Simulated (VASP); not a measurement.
## SnO: single point with PBE+D3(BJ)

Crystal: SnO.

```
Sn O
1.0
     3.83656    0.00000    0.00000
     0.00000    3.83656    0.00000
     0.00000    0.00000    4.75945
Sn O
2 2
Cartesian
  1.9183 0.0000 1.1588
  0.0000 1.9183 3.6007
  0.0000 0.0000 0.0000
  1.9183 1.9183 0.0000
```

- Program: VASP 6.6.1
- Task: single point
- Functional: PBE
- Dispersion: D3(BJ)
- Potentials or basis: VASP PAW PBE potentials, release 64 (Sn_d, O_h)
- Cutoff: 1340 eV
- k mesh: 4 × 4 × 4
- Occupations: gaussian, width 0.1 eV
- Spin: no spin polarisation

```json
{
 "Pressure": "0.1 GPa",
 "Largest force": "0.133 eV/Å",
 "Band gap on the k mesh": "0.01 eV (least direct gap 1.86 eV)",
 "Dispersion energy per atom": "-0.235 eV"
}
```

Forces on the atoms (eV/Å):
```
Sn   0.000  0.000  0.133
Sn   0.000  0.000 -0.133
O    0.000  0.000  0.000
O    0.000  0.000  0.000
```

Stress tensor (GPa, compression positive):
```
0.00 0.00 0.00
0.00 0.00 0.00
0.00 0.00 0.35
```

Levels at points of the mesh, in eV from the valence-band top:
```csv
k point,band 17,band 18,band 19,band 20,band 21,band 22,band 23,band 24
"(0.00, 0.00, 0.00)",-3.35,-3.05,-3.05,0.00,2.16,4.54,4.54,4.69
"(0.50, 0.00, 0.00)",-4.69,-4.69,-2.66,-2.66,3.29,3.29,5.81,5.81
"(0.50, 0.50, 0.00)",-2.41,-2.41,-1.84,-1.84,0.01,0.01,4.56,4.56
"(0.00, 0.00, 0.50)",-3.07,-3.07,-3.00,-2.08,1.72,2.84,2.84,3.58
"(0.50, 0.00, 0.50)",-4.65,-4.65,-1.67,-1.67,2.70,2.70,5.29,5.29
"(0.50, 0.50, 0.50)",-2.72,-2.72,-2.41,-2.41,2.35,2.35,4.24,4.24
```

Wall time 2 min on 1 thread of Intel(R) Xeon(R) Platinum 8259CL CPU @ 2.50GHz (Skylake/Cascade Lake), on a shared host, peak memory 0.4 GiB.

Caveat: semilocal functionals underestimate gaps, and a narrow one can read as zero; spin-orbit coupling is left out, which moves the levels of the heavy elements. A k mesh can miss the band edges.
